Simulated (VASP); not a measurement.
# Li4ZrN2 in VASP: notebook

The runs below take Li4ZrN2 through single point, with PBE.

Program: VASP 6.6.1. These are calculated values, not measurements. Logs are shortened: lines on timing, memory, paths and dates and some standing lists are left out, and cuts for length are marked.

**1. The cell of the first run**

It takes space group Cm (No. 8, monoclinic). Conventional cell: a = 11.365 Å, b = 3.616 Å, c = 5.024 Å, α = 90.00°, β = 112.76°, γ = 90.00°. Li (site symmetry m) has 2 N at 2.05 to 2.14 Å and 4 Li at 2.48 to 2.60 Å within 2.7 Å. Within 2.6 Å of Li (site symmetry m) lie 1 N at 1.98 Å and 3 Li at 2.48 to 2.51 Å. Li (site symmetry m) has 3 N at 2.15 to 2.22 Å and 3 Li at 2.46 to 2.52 Å and 2 Zr at 2.74 Å within 2.8 Å. Li (site symmetry m) has 3 N at 2.00 to 2.23 Å and 4 Li at 2.46 to 2.60 Å within 2.6 Å. Within 2.6 Å of Zr (site symmetry m) lie 3 N at 2.00 to 2.07 Å. Within 2.6 Å of N (site symmetry m) lie 6 Li at 1.98 to 2.23 Å and 1 Zr at 2.00 Å. Within 2.6 Å of N (site symmetry m) lie 3 Li at 2.00 to 2.22 Å and 2 Zr at 2.07 Å.

**2. Single point, PBE**

INCAR

```
SYSTEM = Li4ZrN2
PREC = Accurate
ENCUT = 520
EDIFF = 1E-6
ISMEAR = 0
SIGMA = 0.2
LREAL = .False.
LASPH = .True.
NELM = 100
ALGO = Normal
ISIF = 2
LWAVE = .False.
LCHARG = .False.
GGA = PE
NBANDS = 26
```

KPOINTS

```
regular mesh
0
Gamma
  6 6 6
  0 0 0
```

POSCAR

```
Li4ZrN2
1.0
    0.0000000000      3.6158622016      0.0000000000
   -1.9447017562      0.0000000000      4.6323485055
    5.6825759388     -1.8079311008      0.0009957120
Li Zr N
4 1 2
Direct
    0.1304121683      0.1214469867      0.2608243367
    0.0322366755      0.4856181657      0.0644733510
    0.4712070717      0.8781078768      0.9424141434
    0.3738047955      0.2388974445      0.7476095910
    0.7751626402      0.7026184430      0.5503252805
    0.9334003565      0.0631719763      0.8668007129
    0.2837762825      0.5101400770      0.5675525649
```

Potentials or basis: VASP PAW PBE potentials, release 64 (Li_sv, Zr_sv, N).

On the command line:

```bash
$ cat potpaw_PBE.64/Li_sv/POTCAR potpaw_PBE.64/Zr_sv/POTCAR potpaw_PBE.64/N/POTCAR > POTCAR
$ mpirun -np 1 vasp_std > vasp.out
```

OUTCAR:

```text
SYSTEM = Li4ZrN2
   PREC = Accurate
   ENCUT = 520
   EDIFF = 1E-6
   ISMEAR = 0
   LREAL = .False.
   LASPH = .True.
   NELM = 100
   ISIF = 2
   GGA = PE

 ion  position               nearest neighbor table
   1  0.130  0.121  0.261-   7 2.05   6 2.14   2 2.48   3 2.52   3 2.52   4 2.60
   2  0.032  0.486  0.064-   6 1.98   1 2.48   4 2.51   4 2.51   5 3.12   5 3.12
   3  0.471  0.878  0.942-   6 2.15   6 2.15   4 2.46   1 2.52   1 2.52   5 2.74   5 2.74
   4  0.374  0.239  0.748-   7 2.00   3 2.46   2 2.51   2 2.51   1 2.60   5 3.07   5 3.07
   5  0.775  0.703  0.550-   6 2.00   7 2.07   7 2.07   3 2.74   3 2.74   4 3.07   4 3.07   2 3.12
                             2 3.12
   6  0.933  0.063  0.867-   2 1.98   5 2.00   1 2.14   3 2.15   3 2.15
   7  0.284  0.510  0.568-   4 2.00   1 2.05   5 2.07   5 2.07

  LATTYP: Found a base centered monoclinic cell.
 ALAT       =    11.3651520521
 B/A-ratio  =     0.3181534382
 C/A-ratio  =     0.4420525273
 COS(beta)  =    -0.3869212353

  Lattice vectors:

 A1 = (   5.6825759388,  -1.8079311008,   0.0009957120)
 A2 = (   5.6825759388,   1.8079311008,   0.0009957120)
 A3 = (  -1.9447017562,   0.0000000000,   4.6323485055)

Analysis of symmetry for initial positions (statically):
=====================================================================
 Subroutine PRICEL returns:
 Original cell was already a primitive cell.

 Routine SETGRP: Setting up the symmetry group for a
 base centered monoclinic supercell.

 Subroutine GETGRP returns: Found  2 space group operations
 (whereof  2 operations were pure point group operations)
 out of a pool of  4 trial point group operations.

The static configuration has the point symmetry C_1h.

Analysis of symmetry for dynamics (positions and initial velocities):
=====================================================================
 Subroutine PRICEL returns:
 Original cell was already a primitive cell.

 Routine SETGRP: Setting up the symmetry group for a
 base centered monoclinic supercell.

 Subroutine GETGRP returns: Found  2 space group operations
 (whereof  2 operations were pure point group operations)
 out of a pool of  4 trial point group operations.

The dynamic configuration has the point symmetry C_1h.

 Subroutine INISYM returns: Found  2 space group operations
 (whereof  2 operations are pure point group operations),
 and found     1 'primitive' translations

----------------------------------------------------------------------------------------

                                     Primitive cell

  volume of cell :      95.1898

  direct lattice vectors                    reciprocal lattice vectors
     0.000000000  3.615862202  0.000000000     0.087981794  0.276559212  0.036935552
    -1.944701756  0.000000000  4.632348506    -0.000037823  0.000000000  0.215857344
     5.682575939 -1.807931101  0.000995712     0.175963587  0.000000000  0.073871104

  length of vectors
     3.615862202  5.023994188  5.963244516     0.292557735  0.215857347  0.190840572

  position of ions in fractional coordinates (direct lattice)
     0.130412168  0.121446987  0.260824337
     0.032236676  0.485618166  0.064473351
     0.471207072  0.878107877  0.942414143
     0.373804795  0.238897444  0.747609591
     0.775162640  0.702618443  0.550325280
     0.933400357  0.063171976  0.866800713
     0.283776282  0.510140077  0.567552565

  ion indices of the primitive-cell ions
   primitive index   ion index
                 1           1
                 2           2
                 3           3
                 4           4
                 5           5
                 6           6
                 7           7

----------------------------------------------------------------------------------------

 KPOINTS: regular mesh

Automatic generation of k-mesh.
 Grid dimensions read from file:
 generate k-points for:    6    6    6

 Generating k-lattice:

  Cartesian coordinates                     Fractional coordinates (reciprocal lattice)
     0.014663632  0.046093202  0.006155925     0.166666667  0.000000000 -0.000000000
    -0.000006304  0.000000000  0.035976224     0.000000000  0.166666667  0.000000000
     0.029327265  0.000000000  0.012311851     0.000000000  0.000000000  0.166666667

  Length of vectors
     0.048759623  0.035976225  0.031806762

  Shift w.r.t. Gamma in fractional coordinates (k-lattice)
     0.000000000  0.000000000  0.000000000

 Subroutine IBZKPT returns following result:
 ===========================================

 Found     68 irreducible k-points:

 Following reciprocal coordinates:
            Coordinates               Weight
  0.000000  0.000000  0.000000      1.000000
  0.166667 -0.000000  0.000000      4.000000
  0.333333 -0.000000 -0.000000      4.000000
  0.500000 -0.000000  0.000000      2.000000
  0.000000  0.166667  0.000000      2.000000
  0.166667  0.166667  0.000000      4.000000
[... 16 lines left out ...]
  0.333333 -0.000000  0.166667      4.000000
  0.500000 -0.000000  0.166667      4.000000
 [... further k-points ...]
   k-points           NKPTS =     68   k-points in BZ     NKDIM =     68   number of bands    NBANDS=     26
   number of dos      NEDOS =    301   number of ions     NIONS =      7
   total plane-waves  NPLWV =  53760
   dimension x,y,z NGX =    28 NGY =   40 NGZ =   48
   dimension x,y,z NGXF=    56 NGYF=   80 NGZF=   96
   ions per type =               4   1   2
   NGX,Y,Z   is equivalent  to a cutoff of  12.87, 13.24, 13.38 a.u.
   NGXF,Y,Z  is equivalent  to a cutoff of  25.75, 26.47, 26.76 a.u.
 SYSTEM =  Li4ZrN2
   PREC   = accura    normal or accurate (medium, high low for compatibility)
   ISTART =      0    job   : 0-new  1-cont  2-samecut
   ICHARG =      2    charge: 1-file 2-atom 10-const
   ISPIN  =      1    spin polarized calculation?
   LNONCOLLINEAR =      F non collinear calculations
   LSORBIT =      F    spin-orbit coupling
   LASPH  =      T    aspherical Exc in radial PAW
   ENCUT  =  520.0 eV  38.22 Ry    6.18 a.u.   6.72  9.34 11.09*2*pi/ulx,y,z
   NELM   =    100;   NELMIN=  2; NELMDL= -5     # of ELM steps
   EDIFF  = 0.1E-05   stopping-criterion for ELM
   LREAL  =      F    real-space projection
[... 7 lines left out ...]
   TEBEG  =    0.0;   TEEND  =   0.0 temperature during run
   PSTRESS=    0.0 pullay stress
   NELECT =      34.0000    total number of electrons
   NUPDOWN=      -1.0000    fix difference up-down
   EMIN   =  10.00;   EMAX   =-10.00  energy-range for DOS
   EFERMI =   0.00;   METHOD = LEGACY
   ISMEAR =     0;   SIGMA  =   0.20  broadening in eV -4-tet -1-fermi 0-gaus
   EFERMI_NEDOS =   21; number of points for ismear=-14 and -15
   IALGO  =     38    algorithm
   IMIX   =      4    mixing-type and parameters
     AMIX     =   0.40;   BMIX     =  1.00
     AMIX_MAG =   1.60;   BMIX_MAG =  1.00
  volume/ion in A,a.u.               =      13.60        91.77
  Fermi-wavevector in a.u.,A,eV,Ry     =   1.161549  2.195010 18.356942  1.349197
  Thomas-Fermi vector in A             =   2.298120
   LORBIT       =      0    0 simple, 1 ext, 2 COOP (PROOUT), +10 PAW based schemes
   GGA     = PE    functional components
   LHFCALC =     F    Hartree Fock is set to
   AEXX    =    0.0000 exact exchange contribution
   IVDW    =     0    specifies the selected vdW correction
   LEPSILON=     F    determine dielectric tensor
   LRPA    =     F    only Hartree local field effects (RPA)
 non-spin polarized calculation
 Gauss-broadening in eV      SIGMA  =   0.20
  energy-cutoff  :      520.00
  volume of cell :       95.19
 maximum number of plane-waves:      2594
   NGX = 13   NGY = 19   NGZ = 23

 number of electron      34.0000004 magnetization

 Free energy of the ion-electron system (eV)
  ---------------------------------------------------
  ext. energy  EPLUGINS =         0.00000000
  ---------------------------------------------------
  free energy    TOTEN  =       -37.33409488 eV

  energy without entropy =      -37.32597756  energy(sigma->0) =      -37.33003622

 E-fermi :   4.0266     XC(G=0):  -9.0801

 val. band max:        3.9580910579   @ k =   0.5000   0.5000   0.0000
 cond. band min:       4.1547640529   @ k =   0.5000   0.5000   0.0000
 fundamental gap:      0.1966729950
 Fermi energy:         4.0266275044

 k-point     1 :       0.0000    0.0000    0.0000
  band No.  band energies     occupation
      1     -44.7654      2.00000
      2     -42.2417      2.00000
      3     -41.9688      2.00000
      4     -41.8413      2.00000
      5     -41.7412      2.00000
      6     -23.0527      2.00000
[... 18 lines left out ...]
     25      10.3568      0.00000
     26      10.7189      0.00000

 k-point     2 :       0.1667   -0.0000    0.0000
  band No.  band energies     occupation
      1     -44.7615      2.00000
      2     -42.2411      2.00000
      3     -41.9680      2.00000
      4     -41.8416      2.00000
      5     -41.7415      2.00000
      6     -23.0480      2.00000
[... 18 lines left out ...]
     25       9.9192      0.00000
     26      10.6675      0.00000

 k-point     3 :       0.3333   -0.0000   -0.0000
  band No.  band energies     occupation
      1     -44.7536      2.00000
      2     -42.2399      2.00000
      3     -41.9663      2.00000
      4     -41.8422      2.00000
      5     -41.7423      2.00000
      6     -23.0931      2.00000
[... 572 lines left out ...]
 k-point    23 :       0.3333   -0.0000    0.1667
  band No.  band energies     occupation
      1     -44.7536      2.00000
      2     -42.2399      2.00000
      3     -41.9663      2.00000
      4     -41.8425      2.00000
      5     -41.7421      2.00000
      6     -23.0931      2.00000
[... 18 lines left out ...]
     25       9.8871      0.00000
     26      10.4217      0.00000

 k-point    24 :       0.5000   -0.0000    0.1667
  band No.  band energies     occupation
      1     -44.7496      2.00000
      2     -42.2393      2.00000
      3     -41.9655      2.00000
      4     -41.8425      2.00000
      5     -41.7426      2.00000
      6     -23.1663      2.00000
[... 18 lines left out ...]
     25       9.9475      0.00000
     26      10.3978      0.00000

 [... further k-points ...]

------------------------ aborting loop because EDIFF is reached ----------------------------------------

  FORCE on cell =-STRESS in cart. coord.  units (eV):
  Direction    XX          YY          ZZ          XY          YZ          ZX
  --------------------------------------------------------------------------------------
  -------------------------------------------------------------------------------------
  Total       -0.0206607      0.0511811      0.0369608      0.0000000      0.0000000      0.0241821
  in kB       -0.3477480      0.8614489      0.6221022      0.0000000      0.0000000      0.4070194
  external PRESSURE =       0.3786011 kB  Pullay stress =       0.0000000 kB

 VOLUME and BASIS-vectors are now :
 -----------------------------------------------------------------------------
  energy-cutoff  :      520.00
  volume of cell :       95.19
      direct lattice vectors                 reciprocal lattice vectors
     0.000000000  3.615862202  0.000000000     0.087981794  0.276559212  0.036935552
    -1.944701756  0.000000000  4.632348506    -0.000037823  0.000000000  0.215857344
     5.682575939 -1.807931101  0.000995712     0.175963587  0.000000000  0.073871104

 POSITION                                       TOTAL-FORCE (eV/Angst)
 -----------------------------------------------------------------------------------
      1.24598     -0.00000      0.56284         0.002244     -0.000000      0.005406
     -0.57801      0.00000      2.24962         0.005454     -0.000000      0.002241
      3.64768      0.00000      4.06864        -0.000713     -0.000000      0.001643
      3.78376      0.00000      1.10740         0.003930     -0.000000     -0.006705
      1.76088      1.80793      3.25532        -0.038395      0.000000     -0.014506
      4.80281      1.80793      0.29350         0.021057     -0.000000      0.020382
      2.23309      0.00000      2.36371         0.006422      0.000000     -0.008462
 -----------------------------------------------------------------------------------
    total drift:                               -0.000337     -0.000003     -0.000264

  FREE ENERGIE OF THE ION-ELECTRON SYSTEM (eV)
  ---------------------------------------------------
  free  energy   TOTEN  =       -37.3340948767 eV

  energy  without entropy=      -37.3259775565  energy(sigma->0) =      -37.33003622
```

It took 4 min on 1 thread of Oxide Virtual Turin-like, shared host; peak memory 0.28 GiB.

Results:

- Free energy: -37.3341 eV
- Largest force: 0.041 eV/Å
- Band gap on the k mesh: 0.20 eV

Forces in eV/Å, atoms in the order of the input:
```
Li   0.002  0.000  0.005
Li   0.005  0.000  0.002
Li  -0.001  0.000  0.002
Li   0.004  0.000 -0.007
Zr  -0.038  0.000 -0.015
N    0.021  0.000  0.020
N    0.006  0.000 -0.008
```

Levels at points of the mesh, in eV from the valence-band top:
```
           k point  band 13  band 14  band 15  band 16  band 17  band 18  band 19  band 20  band 21  band 22
(0.00, 0.00, 0.00)    -3.37    -2.97    -2.86    -2.44    -1.73     0.89     2.64     2.74     3.49     4.32
(0.50, 0.00, 0.00)    -3.21    -2.81    -2.67    -2.19    -0.46     0.44     0.91     2.02     3.35     3.73
(0.00, 0.50, 0.00)    -3.56    -3.49    -2.39    -2.27    -1.16     1.45     2.28     3.10     3.86     4.33
(0.50, 0.50, 0.00)    -3.28    -3.02    -2.70    -2.26     0.00     0.20     1.34     2.01     3.05     3.59
(0.00, 0.00, 0.50)    -3.35    -3.05    -2.48    -2.41    -0.96     1.24     1.52     2.33     3.77     4.27
(0.00, 0.50, 0.50)    -3.54    -3.01    -2.69    -2.26    -0.85     1.36     1.81     2.73     3.07     4.48
```

Caveat: the cutoff is under 1.25 times the usual one of these potentials, so pressure, stress and relaxed cells hold a basis-set (Pulay) error.

**3. Single point, PBE**

INCAR

```
SYSTEM = Li4ZrN2
  ALGO = Normal
  EDIFF = 1E-6
  ENCUT = 520
  GGA = PE
  ISIF = 2
  ISMEAR = 0
  LASPH = .True.
  LCHARG = .True.
  LELF = .True.
  LREAL = .False.
  LVHAR = .True.
  LWAVE = .False.
  NBANDS = 26
  NELM = 80
  PREC = Accurate
  SIGMA = 0.2
```

KPOINTS

```
k-points
0
Gamma
  6 6 6
  0 0 0
```

POSCAR

```
Li4ZrN2
1.0
    0.0002795072      3.6188520884     -0.0001463623
   -1.9474941293     -0.0003905426      4.6295646513
    5.6890817606     -1.8089561483      0.0005163530
Li Zr N
4 1 2
Direct
    0.1298866246      0.1199268225      0.2608239076
    0.0343215520      0.4845580924      0.0676689330
    0.4705243304      0.8786552742      0.9415728507
    0.3749011949      0.2409602632      0.7480394878
    0.7749886268      0.7028662080      0.5499413015
    0.9329890832      0.0632564897      0.8667772990
    0.2823885784      0.5097778199      0.5651762007
```

Potentials or basis: VASP PAW PBE potentials, release 64 (Li_sv, Zr_sv, N).

On the command line:

```bash
$ cat potpaw_PBE.64/Li_sv/POTCAR potpaw_PBE.64/Zr_sv/POTCAR potpaw_PBE.64/N/POTCAR > POTCAR
$ mpirun -np 1 vasp_std > vasp.out
```

OUTCAR:

```text
SYSTEM = Li4ZrN2
   EDIFF = 1E-6
   ENCUT = 520
   GGA = PE
   ISIF = 2
   ISMEAR = 0
   LASPH = .True.
   LREAL = .False.
   NELM = 80
   PREC = Accurate

 ion  position               nearest neighbor table
   1  0.130  0.120  0.261-   7 2.05   6 2.15   2 2.47   3 2.52   3 2.52   4 2.60
   2  0.034  0.485  0.068-   6 1.98   1 2.47   4 2.52   4 2.52   5 3.11   5 3.11
   3  0.471  0.879  0.942-   6 2.15   6 2.15   4 2.47   1 2.52   1 2.52   5 2.74   5 2.74
   4  0.375  0.241  0.748-   7 2.00   3 2.47   2 2.52   2 2.52   1 2.60   5 3.08   5 3.08
   5  0.775  0.703  0.550-   6 2.00   7 2.07   7 2.07   3 2.74   3 2.74   4 3.08   4 3.08   2 3.11
                             2 3.11
   6  0.933  0.063  0.867-   2 1.98   5 2.00   1 2.15   3 2.15   3 2.15
   7  0.282  0.510  0.565-   4 2.00   1 2.05   5 2.07   5 2.07

  LATTYP: Found a triclinic cell.
 ALAT       =     6.2218054901
 B/A-ratio  =     0.8072431032
 C/A-ratio  =     0.5816401859
 COS(alpha) =     0.0001449873
 COS(beta)  =     0.2907909868
 COS(gamma) =     0.4527892375

  Lattice vectors:

 A1 = (   3.7415876313,  -1.8093466909,   4.6300810043)
 A2 = (  -1.9474941293,  -0.0003905426,   4.6295646513)
 A3 = (  -0.0002795072,  -3.6188520884,   0.0001463623)

[... 191 lines left out ...]
 k-point     1 :       0.0000    0.0000    0.0000
  band No.  band energies     occupation
      1     -44.7748      2.00000
      2     -42.2362      2.00000
      3     -41.9772      2.00000
      4     -41.8648      2.00000
      5     -41.7546      2.00000
      6     -23.0612      2.00000
[... 685 lines left out ...]
     25       9.9546      0.00000
     26      10.3842      0.00000

 [... further k-points ...]

------------------------ aborting loop because EDIFF is reached ----------------------------------------

  FORCE on cell =-STRESS in cart. coord.  units (eV):
  Direction    XX          YY          ZZ          XY          YZ          ZX
  --------------------------------------------------------------------------------------
  -------------------------------------------------------------------------------------
  Total       -0.0384618      0.0199609      0.0187138      0.0123628      0.0010986      0.0326361
  in kB       -0.6464910      0.3355161      0.3145537      0.2078017      0.0184667      0.5485676
  external PRESSURE =       0.0011930 kB  Pullay stress =       0.0000000 kB

 VOLUME and BASIS-vectors are now :
 -----------------------------------------------------------------------------
  energy-cutoff  :      520.00
  volume of cell :       95.32
      direct lattice vectors                 reciprocal lattice vectors
     0.000279507  3.618852088 -0.000146362     0.087859783  0.276325429  0.036982814
    -1.947494129 -0.000390543  4.629564651    -0.000016826  0.000008737  0.215995954
     5.689081761 -1.808956148  0.000516353     0.175765214 -0.000010585  0.073938209

 POSITION                                       TOTAL-FORCE (eV/Angst)
 -----------------------------------------------------------------------------------
      1.25033     -0.00183      0.55532        -0.000761      0.000334     -0.004437
     -0.55869      0.00161      2.24332        -0.003198     -0.001288      0.010035
      3.64564     -0.00085      4.06821         0.005782      0.000720     -0.000750
      3.78649      0.00345      1.11587         0.000370     -0.004798     -0.007182
      1.76005      1.80948      3.25414        -0.025303     -0.011064     -0.016454
      4.80824      1.80836      0.29316         0.019533      0.007729      0.017028
      2.22262     -0.00066      2.36030         0.003577      0.008366      0.001760
 -----------------------------------------------------------------------------------
    total drift:                               -0.000087     -0.000031     -0.000179

  FREE ENERGIE OF THE ION-ELECTRON SYSTEM (eV)
  ---------------------------------------------------
  free  energy   TOTEN  =       -37.3340905004 eV

  energy  without entropy=      -37.3259983995  energy(sigma->0) =      -37.33004445
```

Wall time 6.7 min (1 thread of Oxide Virtual Turin-like, shared host); peak memory 0.36 GiB.

What came out:

```yaml
Free_energy: -37.3341 eV
Largest_force: 0.032 eV/Å
Band_gap_on_the_k_mesh: 0.20 eV
```

Forces on the atoms (eV/Å):
```
Li  -0.001  0.000 -0.004
Li  -0.003 -0.001  0.010
Li   0.006  0.001 -0.001
Li   0.000 -0.005 -0.007
Zr  -0.025 -0.011 -0.016
N    0.020  0.008  0.017
N    0.004  0.008  0.002
```

Caveat: the cutoff is under 1.25 times the usual one of these potentials, so pressure, stress and relaxed cells hold a basis-set (Pulay) error.
